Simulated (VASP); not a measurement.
# C (P-1) in VASP: a series of runs

The runs below take C through single point, with PBE.

Everything below comes from runs of VASP 6.6.1. Logs are shortened: lines on timing, memory, paths and dates and some standing lists are left out, and cuts for length are marked.

### 1 The cell of the first run

The typed cell holds 2 atoms: a = 2.522 Å, b = 2.522 Å, c = 2.522 Å, α = 60.00°, β = 60.00°, γ = 60.00°.

### 2 Single point, PBE

INCAR reads:

```
PREC = Accurate
ENCUT = 600
EDIFF = 1E-6
ISMEAR = 0
SIGMA = 0.01
LREAL = F
LASPH = T
NELM = 120
ALGO = Normal
ISIF = 2
LWAVE = F
LCHARG = T
GGA = PE
LELF = T
LVHAR = T
NBANDS = 11
GGA_COMPAT = F
```

KPOINTS reads:

```
regular mesh
0
Gamma
  2 2 2
```

POSCAR reads:

```
C
1.0
    0.0000000000      1.7835000000      1.7835000000
    1.7835000000      0.0000000000      1.7835000000
    1.7835000000      1.7835000000      0.0000000000
C
2
Direct
    0.0000000000      0.0000000000      0.0000000000
    0.2230138700      0.1980138700      0.2572797700
```

Potentials or basis: VASP PAW PBE potentials, release 64 (C).

Run with:

```bash
$ cat potpaw_PBE.64/C/POTCAR > POTCAR
$ mpirun -np 1 vasp_std > vasp.out
```

OUTCAR:

```text
PREC = Accurate
   ENCUT = 600
   EDIFF = 1E-6
   ISMEAR = 0
   LREAL = F
   LASPH = T
   NELM = 120
   ISIF = 2
   GGA = PE

 ion  position               nearest neighbor table
   1  0.000  0.000  0.000-   2 1.40   2 1.54   2 1.61   2 1.66
   2  0.223  0.198  0.257-   1 1.40   1 1.54   1 1.61   1 1.66

  LATTYP: Found a face centered cubic cell.
 ALAT       =     3.5670000000

  Lattice vectors:

 A1 = (   0.0000000000,   1.7835000000,   1.7835000000)
 A2 = (   1.7835000000,   0.0000000000,   1.7835000000)
 A3 = (   1.7835000000,   1.7835000000,   0.0000000000)

Analysis of symmetry for initial positions (statically):
=====================================================================
 Subroutine PRICEL returns:
 Original cell was already a primitive cell.

 Routine SETGRP: Setting up the symmetry group for a
 face centered cubic supercell.

 Subroutine GETGRP returns: Found  2 space group operations
 (whereof  1 operations were pure point group operations)
 out of a pool of 48 trial point group operations.

The static configuration has the point symmetry C_1 .
 The point group associated with its full space group is S_2 .

Analysis of symmetry for dynamics (positions and initial velocities):
=====================================================================
 Subroutine PRICEL returns:
 Original cell was already a primitive cell.

 Routine SETGRP: Setting up the symmetry group for a
 face centered cubic supercell.

 Subroutine GETGRP returns: Found  2 space group operations
 (whereof  1 operations were pure point group operations)
 out of a pool of 48 trial point group operations.

The dynamic configuration has the point symmetry C_1 .
 The point group associated with its full space group is S_2 .

 Subroutine INISYM returns: Found  2 space group operations
 (whereof  1 operations are pure point group operations),
 and found     1 'primitive' translations

----------------------------------------------------------------------------------------

                                     Primitive cell

  volume of cell :      11.3462

  direct lattice vectors                    reciprocal lattice vectors
     0.000000000  1.783500000  1.783500000    -0.280347631  0.280347631  0.280347631
     1.783500000  0.000000000  1.783500000     0.280347631 -0.280347631  0.280347631
     1.783500000  1.783500000  0.000000000     0.280347631  0.280347631 -0.280347631

  length of vectors
     2.522249888  2.522249888  2.522249888     0.485576341  0.485576341  0.485576341

  position of ions in fractional coordinates (direct lattice)
     0.000000000  0.000000000  0.000000000
     0.223013870  0.198013870  0.257279770

  ion indices of the primitive-cell ions
   primitive index   ion index
                 1           1
                 2           2

----------------------------------------------------------------------------------------

 KPOINTS: regular mesh

Automatic generation of k-mesh.
 Grid dimensions read from file:
 generate k-points for:    2    2    2

 Generating k-lattice:

  Cartesian coordinates                     Fractional coordinates (reciprocal lattice)
    -0.140173816  0.140173816  0.140173816     0.500000000  0.000000000  0.000000000
     0.140173816 -0.140173816  0.140173816     0.000000000  0.500000000  0.000000000
     0.140173816  0.140173816 -0.140173816     0.000000000  0.000000000  0.500000000

  Length of vectors
     0.242788170  0.242788170  0.242788170

  Shift w.r.t. Gamma in fractional coordinates (k-lattice)
     0.000000000  0.000000000  0.000000000

 Subroutine IBZKPT returns following result:
 ===========================================

 Found      8 irreducible k-points:

 Following reciprocal coordinates:
            Coordinates               Weight
  0.000000  0.000000  0.000000      1.000000
  0.500000  0.000000  0.000000      1.000000
  0.000000  0.500000  0.000000      1.000000
  0.000000  0.000000  0.500000      1.000000
  0.500000  0.500000  0.500000      1.000000
  0.500000  0.500000  0.000000      1.000000
  0.000000  0.500000  0.500000      1.000000
  0.500000  0.000000  0.500000      1.000000
   k-points           NKPTS =      8   k-points in BZ     NKDIM =      8   number of bands    NBANDS=     11
   number of dos      NEDOS =    301   number of ions     NIONS =      2
   total plane-waves  NPLWV =   8000
   dimension x,y,z NGX =    20 NGY =   20 NGZ =   20
   dimension x,y,z NGXF=    40 NGYF=   40 NGZF=   40
   ions per type =               2
   NGX,Y,Z   is equivalent  to a cutoff of  13.18, 13.18, 13.18 a.u.
   NGXF,Y,Z  is equivalent  to a cutoff of  26.36, 26.36, 26.36 a.u.
 SYSTEM =  unknown system
   PREC   = accura    normal or accurate (medium, high low for compatibility)
   ISTART =      0    job   : 0-new  1-cont  2-samecut
   ICHARG =      2    charge: 1-file 2-atom 10-const
   ISPIN  =      1    spin polarized calculation?
   LNONCOLLINEAR =      F non collinear calculations
   LSORBIT =      F    spin-orbit coupling
   LASPH  =      T    aspherical Exc in radial PAW
   ENCUT  =  600.0 eV  44.10 Ry    6.64 a.u.   5.04  5.04  5.04*2*pi/ulx,y,z
   NELM   =    120;   NELMIN=  2; NELMDL= -5     # of ELM steps
   EDIFF  = 0.1E-05   stopping-criterion for ELM
   LREAL  =      F    real-space projection
   EDIFFG = 0.1E-04   stopping-criterion for IOM
   NSW    =      0    number of steps for IOM
   IBRION =     -1    ionic relax: 0-MD 1-quasi-New 2-CG
   NFREE  =      0    steps in history (QN), initial steepest desc. (CG)
   ISIF   =      2    stress and relaxation
   ISYM   =      2    0-nonsym 1-usesym 2-fastsym
   POTIM  = 0.5000    time-step for ionic-motion
   TEBEG  =    0.0;   TEEND  =   0.0 temperature during run
   PSTRESS=    0.0 pullay stress
   NELECT =       8.0000    total number of electrons
   NUPDOWN=      -1.0000    fix difference up-down
   EMIN   =  10.00;   EMAX   =-10.00  energy-range for DOS
   EFERMI =   0.00;   METHOD = LEGACY
   ISMEAR =     0;   SIGMA  =   0.01  broadening in eV -4-tet -1-fermi 0-gaus
   EFERMI_NEDOS =   21; number of points for ismear=-14 and -15
   IALGO  =     38    algorithm
   IMIX   =      4    mixing-type and parameters
     AMIX     =   0.40;   BMIX     =  1.00
     AMIX_MAG =   1.60;   BMIX_MAG =  1.00
  volume/ion in A,a.u.               =       5.67        38.28
  Fermi-wavevector in a.u.,A,eV,Ry     =   1.457097  2.753514 28.886949  2.123131
  Thomas-Fermi vector in A             =   2.573938
   LORBIT       =      0    0 simple, 1 ext, 2 COOP (PROOUT), +10 PAW based schemes
   GGA     = PE    functional components
   LHFCALC =     F    Hartree Fock is set to
   AEXX    =    0.0000 exact exchange contribution
   IVDW    =     0    specifies the selected vdW correction
   LEPSILON=     F    determine dielectric tensor
   LRPA    =     F    only Hartree local field effects (RPA)
 non-spin polarized calculation
 Gauss-broadening in eV      SIGMA  =   0.01
  energy-cutoff  :      600.00
  volume of cell :       11.35
 maximum number of plane-waves:       392
   NGX =  9   NGY =  9   NGZ =  9

 number of electron       7.9999999 magnetization

 Free energy of the ion-electron system (eV)
  ---------------------------------------------------
  ext. energy  EPLUGINS =         0.00000000
  ---------------------------------------------------
  free energy    TOTEN  =       -14.16447347 eV

  energy without entropy =      -14.16447347  energy(sigma->0) =      -14.16447347

 E-fermi :  12.5475     XC(G=0): -13.0999

 val. band max:       12.4508585911   @ k =   0.0000   0.0000   0.0000
 cond. band min:      13.6164625501   @ k =   0.5000   0.0000   0.5000
 fundamental gap:      1.1656039591
 Fermi energy:        12.5475044211

 k-point     1 :       0.0000    0.0000    0.0000
  band No.  band energies     occupation
      1     -11.5751      2.00000
      2       7.4509      2.00000
      3      10.8155      2.00000
      4      12.4509      2.00000
      5      13.6344      0.00000
      6      14.7967      0.00000
      7      18.1647      0.00000
      8      23.3360      0.00000
      9      29.0065      0.00000
     10      35.8111      0.00000
     11      36.3561      0.00000

 k-point     2 :       0.5000    0.0000    0.0000
  band No.  band energies     occupation
      1      -6.0076      2.00000
      2      -3.0462      2.00000
      3       5.6527      2.00000
      4       8.9209      2.00000
      5      15.4695      0.00000
      6      18.4175      0.00000
      7      21.3785      0.00000
      8      25.0049      0.00000
      9      32.6248      0.00000
     10      33.0917      0.00000
     11      35.3585      0.00000

 k-point     3 :       0.0000    0.5000    0.0000
  band No.  band energies     occupation
      1      -6.1060      2.00000
      2      -2.7643      2.00000
      3       5.7290      2.00000
      4       8.4937      2.00000
      5      15.8242      0.00000
      6      18.3217      0.00000
      7      20.7435      0.00000
      8      24.5866      0.00000
      9      32.8110      0.00000
     10      33.4198      0.00000
     11      36.3700      0.00000

 k-point     4 :       0.0000    0.0000    0.5000
  band No.  band energies     occupation
      1      -5.8337      2.00000
      2      -3.5033      2.00000
      3       5.9540      2.00000
      4       8.9867      2.00000
      5      15.7287      0.00000
      6      18.0080      0.00000
      7      22.0097      0.00000
      8      25.6403      0.00000
      9      31.4463      0.00000
     10      33.7651      0.00000
     11      34.7535      0.00000

 k-point     5 :       0.5000    0.5000    0.5000
  band No.  band energies     occupation
      1      -5.2003      2.00000
      2      -4.6282      2.00000
      3       6.9010      2.00000
      4       8.0913      2.00000
      5      17.7450      0.00000
      6      18.9802      0.00000
      7      20.5143      0.00000
      8      27.0938      0.00000
      9      28.9646      0.00000
     10      33.5194      0.00000
     11      35.4473      0.00000

 k-point     6 :       0.5000    0.5000    0.0000
  band No.  band energies     occupation
      1      -3.4867      2.00000
      2      -2.1991      2.00000
      3       3.0684      2.00000
      4       4.2598      2.00000
      5      13.7761      0.00000
      6      15.3328      0.00000
      7      25.8999      0.00000
      8      28.8824      0.00000
      9      30.6922      0.00000
     10      35.9407      0.00000
     11      40.8631      0.00000

 k-point     7 :       0.0000    0.5000    0.5000
  band No.  band energies     occupation
      1      -3.3909      2.00000
      2      -2.4860      2.00000
      3       3.6107      2.00000
      4       4.1162      2.00000
      5      13.7306      0.00000
      6      14.8538      0.00000
      7      26.6073      0.00000
      8      28.5487      0.00000
      9      31.4364      0.00000
     10      34.8142      0.00000
     11      41.8076      0.00000

 k-point     8 :       0.5000    0.0000    0.5000
  band No.  band energies     occupation
      1      -3.3496      2.00000
      2      -2.5907      2.00000
      3       3.8852      2.00000
      4       3.9856      2.00000
      5      13.6165      0.00000
      6      14.8005      0.00000
      7      26.7610      0.00000
      8      28.5060      0.00000
      9      31.8573      0.00000
     10      34.2811      0.00000
     11      42.5216      0.00000

------------------------ aborting loop because EDIFF is reached ----------------------------------------

  FORCE on cell =-STRESS in cart. coord.  units (eV):
  Direction    XX          YY          ZZ          XY          YZ          ZX
  --------------------------------------------------------------------------------------
  -------------------------------------------------------------------------------------
  Total        3.4273603      3.6897089      2.8134343      2.0376946      1.2941877      0.8560816
  in kB      483.9728576    521.0187404    397.2812026    287.7400739    182.7504805    120.8861058
  external PRESSURE =     467.4242669 kB  Pullay stress =       0.0000000 kB

 VOLUME and BASIS-vectors are now :
 -----------------------------------------------------------------------------
  energy-cutoff  :      600.00
  volume of cell :       11.35
      direct lattice vectors                 reciprocal lattice vectors
     0.000000000  1.783500000  1.783500000    -0.280347631  0.280347631  0.280347631
     1.783500000  0.000000000  1.783500000     0.280347631 -0.280347631  0.280347631
     1.783500000  1.783500000  0.000000000     0.280347631  0.280347631 -0.280347631

 POSITION                                       TOTAL-FORCE (eV/Angst)
 -----------------------------------------------------------------------------------
      0.00000      0.00000      0.00000        -5.317187     -3.532979     -8.375021
      0.81202      0.85660      0.75090         5.317187      3.532979      8.375021
 -----------------------------------------------------------------------------------
    total drift:                               -0.000003     -0.000003      0.000002

  FREE ENERGIE OF THE ION-ELECTRON SYSTEM (eV)
  ---------------------------------------------------
  free  energy   TOTEN  =       -14.1644734693 eV

  energy  without entropy=      -14.1644734693  energy(sigma->0) =      -14.16447347
```

Run time: 2.8 s. Hardware: 1 thread of Intel Xeon Platinum 8488C (Sapphire Rapids), shared host; peak memory 0.12 GiB.

What came out:

```yaml
Free_energy: -14.1645 eV
Pressure: 46.7 GPa
Largest_force: 10.531 eV/Å
Band_gap_on_the_k_mesh: 1.17 eV, indirect (least direct gap 1.18 eV)
```

Forces in eV/Å, atoms in the order of the input:
```
C   -5.317 -3.533 -8.375
C    5.317  3.533  8.375
```

Caveat: the k points lie up to 1.53 Å⁻¹ apart; forces of over 1 eV/Å act on the atoms, so gaps and moduli don't describe the material at rest. A k mesh can miss the band edges.

### 3 Single point, PBE

This run uses another cell than the first one, of 5.33 Å³/atom, 0.940 times its volume.

INCAR reads:

```
ALGO = Normal
EDIFF = 1E-6
ENCUT = 600
GGA = PE
GGA_COMPAT = F
ISIF = 2
ISMEAR = 0
LASPH = T
LCHARG = F
LREAL = F
LWAVE = F
NBANDS = 11
NELM = 120
PREC = Accurate
SIGMA = 0.01
```

KPOINTS reads:

```
Automatic mesh
0
Gamma
  1 1 1
  0.5 0.5 0.5
```

POSCAR reads:

```
C
1.0
    0.0000000000      1.7470918200      1.7470918200
    1.7470918200      0.0000000000      1.7470918200
    1.7470918200      1.7470918200      0.0000000000
C
2
Direct
    0.0000000000      0.0000000000      0.0000000000
    0.2230138700      0.1980138700      0.2572797700
```

Potentials or basis: VASP PAW PBE potentials, release 64 (C).

Run with:

```bash
$ cat potpaw_PBE.64/C/POTCAR > POTCAR
$ mpirun -np 1 vasp_std > vasp.out
```

OUTCAR:

```text
EDIFF = 1E-6
   ENCUT = 600
   GGA = PE
   ISIF = 2
   ISMEAR = 0
   LASPH = T
   LREAL = F
   NELM = 120
   PREC = Accurate

 ion  position               nearest neighbor table
   1  0.000  0.000  0.000-   2 1.37   2 1.51   2 1.57   2 1.62
   2  0.223  0.198  0.257-   1 1.37   1 1.51   1 1.57   1 1.62

  LATTYP: Found a face centered cubic cell.
 ALAT       =     3.4941836400

  Lattice vectors:

 A1 = (   0.0000000000,   1.7470918200,   1.7470918200)
[... 222 lines left out ...]
------------------------ aborting loop because EDIFF is reached ----------------------------------------

  FORCE on cell =-STRESS in cart. coord.  units (eV):
  Direction    XX          YY          ZZ          XY          YZ          ZX
  --------------------------------------------------------------------------------------
  -------------------------------------------------------------------------------------
  Total        4.8919986      5.2024196      4.1523938      2.6061861      1.6330316      1.0756112
  in kB      734.8855738    781.5176117    623.7806928    391.5063629    245.3171980    161.5804192
  external PRESSURE =     713.3946261 kB  Pullay stress =       0.0000000 kB

 VOLUME and BASIS-vectors are now :
 -----------------------------------------------------------------------------
  energy-cutoff  :      600.00
  volume of cell :       10.67
      direct lattice vectors                 reciprocal lattice vectors
     0.000000000  1.747091820  1.747091820    -0.286189881  0.286189881  0.286189881
     1.747091820  0.000000000  1.747091820     0.286189881 -0.286189881  0.286189881
     1.747091820  1.747091820  0.000000000     0.286189881  0.286189881 -0.286189881

 POSITION                                       TOTAL-FORCE (eV/Angst)
 -----------------------------------------------------------------------------------
      0.00000      0.00000      0.00000        -5.768048     -3.826333     -9.086680
      0.79544      0.83912      0.73557         5.768048      3.826333      9.086680
 -----------------------------------------------------------------------------------
    total drift:                                0.000001      0.000002     -0.000002

  FREE ENERGIE OF THE ION-ELECTRON SYSTEM (eV)
  ---------------------------------------------------
  free  energy   TOTEN  =       -14.6702993010 eV

  energy  without entropy=      -14.6702993010  energy(sigma->0) =      -14.67029930
```

stdout:

```text
POSCAR found type information on POSCAR C
 POSCAR found :  1 types and       2 ions
 scaLAPACK will be used
 LDA part: xc-table for (Slater+PW92), standard interpolation
 POSCAR, INCAR and KPOINTS ok, starting setup
 FFT: planning ... GRIDC
 FFT: planning ... GRID_SOFT
 FFT: planning ... GRID
 WAVECAR not read
 entering main loop
```

It took 1.4 s on 1 thread of Intel Xeon Platinum 8488C (Sapphire Rapids), shared host; peak memory 0.11 GiB.

Results:

```yaml
Free_energy: -14.6703 eV
Pressure: 71.3 GPa
Largest_force: 11.423 eV/Å
Band_gap_on_the_k_mesh: 6.78 eV, indirect (least direct gap 6.84 eV)
```

Forces on the atoms (eV/Å):
```
C   -5.768 -3.826 -9.087
C    5.768  3.826  9.087
```

Caveat: the k points lie up to 3.11 Å⁻¹ apart; forces of over 1 eV/Å act on the atoms, so gaps and moduli don't describe the material at rest. A k mesh can miss the band edges.

### 4 Single point, PBE

INCAR reads:

```
SYSTEM = C
PREC = Accurate ; ENCUT = 600
EDIFF = 1E-6 ; ISMEAR = 0
SIGMA = 0.01 ; LREAL = .False.
LASPH = .True. ; NELM = 120
ALGO = Normal ; ISIF = 2
LWAVE = .False. ; LCHARG = .False.
GGA = PE ; NBANDS = 11
GGA_COMPAT = .False.
```

KPOINTS reads:

```
Automatic mesh
0
Gamma
  2 2 2
  0 0 0
```

POSCAR reads:

```
C
1.0
    0.0000000000      1.7835000000      1.7835000000
    1.7835000000      0.0000000000      1.7835000000
    1.7835000000      1.7835000000      0.0000000000
C
2
Direct
    0.0000000000      0.0000000000      0.0000000000
    0.2230138700      0.1980138700      0.2572797700
```

Run with:

```bash
$ cat potpaw_PBE.64/C/POTCAR > POTCAR
$ mpirun -np 1 vasp_std > vasp.out
```

Wall time 1.6 s (1 thread of Intel Xeon Platinum 8488C (Sapphire Rapids), shared host); peak memory 0.11 GiB.

It converged, with:

```yaml
Free_energy: -14.1645 eV
Pressure: 46.7 GPa
Largest_force: 10.531 eV/Å
Band_gap_on_the_k_mesh: 1.17 eV, indirect (least direct gap 1.18 eV)
```

Forces on the atoms (eV/Å):
```
C   -5.317 -3.533 -8.375
C    5.317  3.533  8.375
```

Stress tensor (GPa, compression positive):
```
48.40 28.77 12.09
28.77 52.10 18.28
12.09 18.28 39.73
```

Levels at points of the mesh, in eV from the valence-band top:
| k point | band 2 | band 3 | band 4 | band 5 | band 6 | band 7 |
| --- | --- | --- | --- | --- | --- | --- |
| (0.00, 0.00, 0.00) | -5.00 | -1.64 | 0.00 | 1.18 | 2.35 | 5.71 |
| (0.50, 0.00, 0.00) | -15.50 | -6.80 | -3.53 | 3.02 | 5.97 | 8.93 |
| (0.00, 0.50, 0.00) | -15.22 | -6.72 | -3.96 | 3.37 | 5.87 | 8.29 |
| (0.00, 0.00, 0.50) | -15.95 | -6.50 | -3.46 | 3.28 | 5.56 | 9.56 |
| (0.50, 0.50, 0.50) | -17.08 | -5.55 | -4.36 | 5.29 | 6.53 | 8.06 |
| (0.50, 0.50, 0.00) | -14.65 | -9.38 | -8.19 | 1.33 | 2.88 | 13.45 |
| (0.00, 0.50, 0.50) | -14.94 | -8.84 | -8.33 | 1.28 | 2.40 | 14.16 |
| (0.50, 0.00, 0.50) | -15.04 | -8.57 | -8.47 | 1.17 | 2.35 | 14.31 |

Caveat: the k points lie up to 1.53 Å⁻¹ apart; forces of over 1 eV/Å act on the atoms, so gaps and moduli don't describe the material at rest.
